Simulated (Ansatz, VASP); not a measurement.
**One calculation of TiAl, two programs**

```
Ti Al
1.0
     3.18428    0.00000    0.00000
     0.00000    3.18428    0.00000
     0.00000    0.00000    3.18428
Ti Al
1 1
Direct
  0.50000 0.50000 0.50000
  0.00000 0.00000 0.00000
```

Alike in both runs: functional PBE; k mesh 6 × 6 × 6; occupations gaussian, width 0.1 eV; no spin polarisation.

Ansatz relaxed the structure, and its values are those at the end. VASP's run is a single point on that final structure, the one shown.

|  | VASP | Ansatz |
| --- | --- | --- |
| version | VASP 6.6.1 | Ansatz 0.2.0 |
| potentials or method | VASP PAW PBE potentials, release 64 (Ti_sv, Al), cutoff 520 eV | scalar-relativistic, plane waves, PAW |
| valence electrons in the cell | 15 | 15 |

```tsv
	VASP	Ansatz	Ansatz less VASP
gap on the k mesh at the Fermi level (eV)	none	none	-
pressure (GPa)	0.0	0.0	+0.04
```

A gap of «none» marks a metal or a gap that the smearing closes.
